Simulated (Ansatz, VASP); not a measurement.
## Two plane-wave programs on AlCu3

```
Al Cu
1.0
     0.00000    2.88347    2.88347
     2.88347    0.00000    2.88347
     2.88347    2.88347    0.00000
Al Cu
1 3
Cartesian
  0.0500 0.0000 0.0000
  2.8866 2.8835 2.8835
  1.4295 1.4417 1.4417
  4.3130 4.3252 4.3252
```

Change from the starting cell: mode 10 (297.4 1/cm) frozen in, largest displacement +0.050 Å.

Alike in both runs: task single point; functional PBEsol; k mesh 14 × 14 × 14; occupations gaussian, width 0.15 eV; no spin polarisation.

```csv
,VASP,Ansatz
version,VASP 6.6.1,Ansatz 0.2.0
potentials or method,"VASP PAW PBE potentials, release 64 (Al, Cu), cutoff 520 eV","scalar-relativistic, plane waves, PAW"
valence electrons in the cell,36,60
```

VASP gave:

```
gap on the k mesh at the Fermi level (eV)                     : none
pressure (GPa)                                                : 0.8
traceless stress, the component that is largest in VASP (GPa) : -0.08
rms of the force components (eV/Å)                            : 0.165
```

**Question.** Which values does Ansatz return?

**Answer.** gap on the k mesh at the Fermi level (eV): none; pressure (GPa): 0.2; traceless stress, the component that is largest in VASP (GPa): -0.08; rms of the force components (eV/Å): 0.164.

VASP's potentials were made for PBE, not for PBEsol. Atom by atom the forces differ by 0.001 eV/Å (rms over components). A gap of «none» marks a metal or a gap that the smearing closes. VASP's potentials hold 36 valence electrons a cell and Ansatz's 60, so a difference there can come from the potentials and not from the codes.
